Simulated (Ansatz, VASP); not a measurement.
# CdS in VASP and in Ansatz

Contents of POSCAR:

```
CdS
1.0
    0.0000000000      2.9392138883      2.9392138883
    2.9392138883      0.0000000000      2.9392138883
    2.9392138883      2.9392138883      0.0000000000
Cd S
1 1
Direct
    0.0000000000      0.0000000000      0.0000000000
    0.2500000000      0.2500000000      0.2500000000
```

INCAR.step1

```
ALGO = Normal ; EDIFF = 1E-5
ENCUT = 520 ; GGA = PE
ISIF = 2 ; ISMEAR = 0
LASPH = True ; LREAL = False
LWAVE = True ; NBANDS = 16
NELM = 60 ; PREC = Accurate
SIGMA = 0.01
```

The input INCAR.step2:

```
AEXX = 0.1 ; ALGO = Normal
EDIFF = 1E-6 ; ENCUT = 520
GGA = PE ; HFSCREEN = 0.1
ISIF = 2 ; ISMEAR = 0
ISTART = 1 ; LASPH = True
LCHARG = True ; LELF = True
LHFCALC = True ; LREAL = False
LVHAR = True ; LWAVE = False
NBANDS = 16 ; NELM = 60
PREC = Accurate ; PRECFOCK = Normal
SIGMA = 0.01
```

Contents of KPOINTS:

```
k-points
0
Gamma
  4 4 4
```

Input for Ansatz:

```yaml
crystal:
  lattice:
    - [0.0, 2.9392138883, 2.9392138883]
    - [2.9392138883, 0.0, 2.9392138883]
    - [2.9392138883, 2.9392138883, 0.0]
  atoms:
    - { symbol: Cd, position: [0.0, 0.0, 0.0] }
    - { symbol: S, position: [0.25, 0.25, 0.25] }
kpoints:
  mp_grid: { grid: [4, 4, 4] }
hamiltonian:
  xc: { exchange: pbe, correlation: pbe, exx: { coeff: 0.1, omega: 0.1 } }
scf:
  occupations: { method: fixed }
  n_extra_bands: 4
output:
  forces: true
  stress: true
  eigenvalues: true
```

Alike in both runs: task single point; functional PBE-based screened hybrid; k mesh 4 × 4 × 4; no spin polarisation.

|  | VASP | Ansatz |
| --- | --- | --- |
| version | VASP 6.6.1 | Ansatz 0.2.0 |
| potentials or method | VASP PAW PBE potentials, release 64 (Cd, S) | plane waves |
| plane-wave cutoff (eV) | 520 | 420 |
| occupations | gaussian, width 0.01 eV | fixed |
| valence electrons in the cell | 18 | 26 |

```csv
,VASP,Ansatz,Ansatz less VASP
gap on the k mesh at the Fermi level (eV),1.62,1.61,-0.013
pressure (GPa),1.2,1.0,-0.26
```

VASP's potentials were made for PBE, not for PBE-based screened hybrid. VASP's potentials hold 18 valence electrons a cell and Ansatz's 26, so a difference there can come from the potentials and not from the codes. Ansatz's warnings: stress exchange threshold loose, stress scf threshold loose.

The k mesh is coarse, so the values compare programs but aren't converged.
